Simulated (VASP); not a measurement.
H20CO9, 30 atoms in the cell. The cell holds a disordered packing, 30 atoms: a = 6.612 Å, b = 6.604 Å, c = 6.605 Å, α = 90.00°, β = 90.00°, γ = 90.00°. 

```yaml
Program: VASP 6.6.1
Task: single point
Functional: r2SCAN
Potentials_or_basis: VASP PAW PBE potentials, release 64 (O, H, C)
Cutoff: 580 eV
k_mesh: 1 × 1 × 1
Occupations: fermi-dirac, width 0.02 eV
Spin: no spin polarisation
Dipole_correction: no
Further_INCAR_settings: ALGO = Normal; EDIFF = 1e-06; NBANDS = 60
```

Potentials or basis: VASP PAW PBE potentials, release 64 (O, H, C).

The run is started by

```sh
$ cat potpaw_PBE.64/O/POTCAR potpaw_PBE.64/H/POTCAR potpaw_PBE.64/C/POTCAR > POTCAR
$ cp INCAR.step1 INCAR
$ mpirun -np 1 vasp_gam > vasp.out
$ cp INCAR.step2 INCAR
$ mpirun -np 1 vasp_gam > vasp.out
```

Hardware: 1 thread of Intel(R) Xeon(R) 6975P-C (Granite Rapids), on a shared host.

Task: Estimate the wall time of this run.

Result: It took 100 s on 1 thread of Intel(R) Xeon(R) 6975P-C (Granite Rapids), with other jobs on the host, peak memory 0.4 GiB. Counts: k points 1.
